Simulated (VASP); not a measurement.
Write the native input for VASP 6.6.1 that does the following.

```yaml
Task: single point
Functional: PBE
Potentials_or_basis: VASP PAW PBE potentials, release 64 (Al, N)
Cutoff: 520 eV
k_mesh: 8 × 6 × 4
Occupations: gaussian, width 0.05 eV
Spin: no spin polarisation
Dipole_correction: no
Further_INCAR_settings: ALGO = Normal; EDIFF = 1e-06; NBANDS = 26
```

The structure of AlN lies in POSCAR:

```
AlN
1.0
   -1.6567491617      2.8695737234      0.0000000000
    0.0000000000      0.0000000000      4.1874629526
    4.9702474850      2.8695737234      0.0000000000
Al N
4 4
Direct
    0.6609291298      0.7500000000      0.0935554584
    0.0000000000      0.7500000000      0.6666666667
    0.0000000000      0.2500000000      0.3333333333
    0.5000000000      0.2500000000      0.8333333333
    0.5000000000      0.2500000000      0.1666666667
    0.0000000000      0.2500000000      0.6666666667
    0.0000000000      0.7500000000      0.3333333333
    0.5000000000      0.7500000000      0.8333333333
```

This cell differs from its parent crystal: atom 1 (Al) moved by -0.630 Å along [1 0 0] and +0.252 Å along [1 2 0].

These files were run (other wordings do the same):

INCAR

```
  PREC = Accurate
  ENCUT = 520
  EDIFF = 1E-6
  ISMEAR = 0
  SIGMA = 0.05
  LREAL = False
  LASPH = True
  NELM = 100
  ALGO = Normal
  ISIF = 2
  LWAVE = False
  LCHARG = True
  GGA = PE
  LELF = True
  LVHAR = True
  NBANDS = 26
```

KPOINTS

```
Automatic mesh
0
Gamma
  8 6 4
```

Potentials or basis: VASP PAW PBE potentials, release 64 (Al, N).

The run is started by

```sh
$ cat potpaw_PBE.64/Al/POTCAR potpaw_PBE.64/N/POTCAR > POTCAR
$ mpirun -np 1 vasp_std > vasp.out
```

It gave:

- Pressure: 10.2 GPa
- Largest force: 10.742 eV/Å
- Band gap on the k mesh: 1.81 eV

Caveat: the cell differs from its parent crystal (atom 1 (Al) moved by -0.630 Å along [1 0 0] and +0.252 Å along [1 2 0]); the cell stands under pressure; forces of over 1 eV/Å act on the atoms, so gaps and moduli don't describe the material at rest.

It took 2.7 min on 1 thread of Intel Xeon 8259CL (shared host), peak memory 0.26 GiB.
